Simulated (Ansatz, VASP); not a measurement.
SnGe3O8: VASP beside Ansatz

```
CELL_PARAMETERS angstrom
3.21021 -3.25636 0.00000
3.21021 3.25636 0.00000
0.00000 0.00000 5.99149
ATOMIC_POSITIONS crystal
Sn 0.50000 0.50000 0.50000
Ge 0.00000 0.00000 0.75670
Ge 0.00000 0.00000 0.24330
Ge 0.50000 0.50000 0.00000
O 0.69905 0.69905 0.76598
O 0.69905 0.69905 0.23402
O 0.80669 0.19331 0.00000
O 0.81871 0.18129 0.50000
O 0.30095 0.30095 0.76598
O 0.30095 0.30095 0.23402
O 0.19331 0.80669 0.00000
O 0.18129 0.81871 0.50000
```

Alike in both runs: functional PBE; k mesh 6 × 6 × 6; occupations gaussian, width 0.02 eV; no spin polarisation.

Ansatz relaxed the structure, and its values are those at the end. VASP's run is a single point on that final structure, the one shown.

|  | VASP | Ansatz |
| --- | --- | --- |
| version | VASP 6.6.1 | Ansatz 0.2.0 |
| potentials or method | VASP PAW PBE potentials, release 64 (Sn_d, Ge_d, O), cutoff 520 eV | scalar-relativistic, plane waves, PAW |
| valence electrons in the cell | 104 | 104 |

|  | VASP | Ansatz | Ansatz less VASP |
| --- | --- | --- | --- |
| gap on the k mesh at the Fermi level (eV) | 0.87 | 0.88 | +0.011 |
| least direct gap on the mesh (eV) | 0.87 | 0.88 | +0.011 |
| pressure (GPa) | 0.4 | 0.0 | -0.36 |
| rms of the force components (eV/Å) | 0.015 | 0.002 | -0.0135 |

With one functional, cell and mesh, what is left measures potentials, basis and numerics.
